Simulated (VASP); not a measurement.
Set up this calculation in VASP 6.6.1, as the native input.

| Property | Result |
| --- | --- |
| Task | single point |
| Functional | PBE |
| Potentials or basis | VASP PAW PBE potentials, release 64 (In_d) |
| Cutoff | 520 eV |
| k mesh | 16 × 16 × 16 |
| Occupations | fermi-dirac, width 0.1 eV |
| Spin | no spin polarisation |
| Dipole correction | no |
| Further INCAR settings | ALGO = Normal; EDIFF = 1e-06; NBANDS = 12 |

The structure of In lies in POSCAR:

```
In
1.0
   -1.8434867278      1.8434867278      1.8434867278
    1.8434867278     -1.8434867278      1.8434867278
    1.8434867278      1.8434867278     -1.8434867278
In
1
Direct
    0.0000000000      0.0000000000      0.0000000000
```

This cell differs from its parent crystal: volume scaled by 0.9.

The input as run:

INCAR

```
PREC = Accurate ; ENCUT = 520
EDIFF = 1E-6 ; ISMEAR = -1
SIGMA = 0.1 ; LREAL = F
LASPH = T ; NELM = 100
ALGO = Normal ; ISIF = 2
LWAVE = F ; LCHARG = F
GGA = PE ; NBANDS = 12
```

KPOINTS

```
regular mesh
0
Gamma
  16 16 16
```

Potentials or basis: VASP PAW PBE potentials, release 64 (In_d).

The run is started by

```console
$ cat potpaw_PBE.64/In_d/POTCAR > POTCAR
$ mpirun -np 1 vasp_std > vasp.out
```

It gave:

```json
{
  "Pressure": "4.7 GPa"
}
```

It took 31 s on 1 thread of Intel Xeon 8259CL, with other jobs on the host, peak memory 0.16 GiB.
